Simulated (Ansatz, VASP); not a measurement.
Sr3Sc4Ta in VASP and in Ansatz

```
Sr Sc Ta
1.0
     6.42072    0.00000    0.00000
     0.00000    6.42072    0.00000
     0.00000    0.00000    6.42072
Sr Sc Ta
3 4 1
Cartesian
  3.2104 0.0000 0.0000
  0.0000 3.2104 0.0000
  0.0000 0.0000 3.2104
  2.1366 2.1366 2.1366
  2.1366 4.2841 4.2841
  4.2841 4.2841 2.1366
  4.2841 2.1366 4.2841
  0.0000 0.0000 0.0000
```

Alike in both runs: functional PBE; k mesh 4 × 4 × 4; occupations gaussian, width 0.1 eV; no spin polarisation.

Ansatz relaxed the structure, and its values are those at the end. VASP's run is a single point on that final structure, the one shown.

```csv
,VASP,Ansatz
version,VASP 6.6.1,Ansatz 0.2.0
potentials or method,"VASP PAW PBE potentials, release 64 (Sr_sv, Sc_sv, Ta_pv), cutoff 520 eV","scalar-relativistic, plane waves, PAW"
valence electrons in the cell,85,87
```

|  | VASP | Ansatz | Ansatz less VASP |
| --- | --- | --- | --- |
| gap on the k mesh at the Fermi level (eV) | none | none | - |
| pressure (GPa) | 0.0 | -0.1 | -0.07 |
| rms of the force components (eV/Å) | 0.014 | 0.013 | -0.0011 |

A gap of «none» marks a metal or a gap that the smearing closes. VASP's potentials hold 85 valence electrons a cell and Ansatz's 87, so a difference there can come from the potentials and not from the codes.

Neither program's run includes spin-orbit coupling.
